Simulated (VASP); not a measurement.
Wanted: the native input for a VASP 6.6.1 run.

```yaml
Task: single point
Functional: PBE
Potentials_or_basis: VASP PAW PBE potentials, release 64 (Si, Ru_pv, Ir)
Cutoff: 500 eV
k_mesh: 5 × 5 × 3
Occupations: gaussian, width 0.2 eV
Spin: no spin polarisation
Dipole_correction: no
Further_INCAR_settings: ALGO = Normal; EDIFF = 1e-06; NBANDS = 26
```

The structure of Si3IrRu lies in POSCAR:

```
Si3IrRu
1.0
    2.2296577252     -3.5649734495      0.0000000000
    2.2296577252      3.5649734495      0.0000000000
    0.0000000000      0.0000000000      5.5036466788
Si Ru Ir
3 1 1
Direct
    0.0000000000      0.0000000000      0.0000000000
    0.8341569851      0.1658430149      0.5000000000
    0.1658430149      0.8341569851      0.5000000000
    0.5000000000      0.5000000000      0.0000000000
    0.5000000000      0.5000000000      0.5000000000
```

The cell was generated, and may not be a known phase.

These files were run (other wordings do the same):

INCAR

```
SYSTEM = Si3IrRu
PREC = Accurate
ENCUT = 500
EDIFF = 1E-6
ISMEAR = 0
SIGMA = 0.2
LREAL = .False.
LASPH = .True.
NELM = 120
ALGO = Normal
ISIF = 2
LWAVE = .False.
LCHARG = .False.
GGA = PE
NBANDS = 26
GGA_COMPAT = .False.
```

KPOINTS

```
regular mesh
0
Gamma
  5 5 3
  0 0 0
```

Potentials or basis: VASP PAW PBE potentials, release 64 (Si, Ru_pv, Ir).

Run with:

```console
$ cat potpaw_PBE.64/Si/POTCAR potpaw_PBE.64/Ru_pv/POTCAR potpaw_PBE.64/Ir/POTCAR > POTCAR
$ mpirun -np 1 vasp_std > vasp.out
```

It gave:

```yaml
Pressure: 0.2 GPa
Largest_force: 0.024 eV/Å
Band_gap_on_the_k_mesh: zero (an odd number of electrons rules out a gap without spin polarisation)
```

Caveat: the k points lie up to 0.38 Å⁻¹ apart, too coarse for converged energies and pressures of a metal; spin-orbit coupling is left out, which moves the levels of the heavy elements.

Run time: 29 s on 1 thread of Intel(R) Xeon(R) Platinum 8559C (Emerald Rapids), with other jobs on the host, peak memory 0.21 GiB.
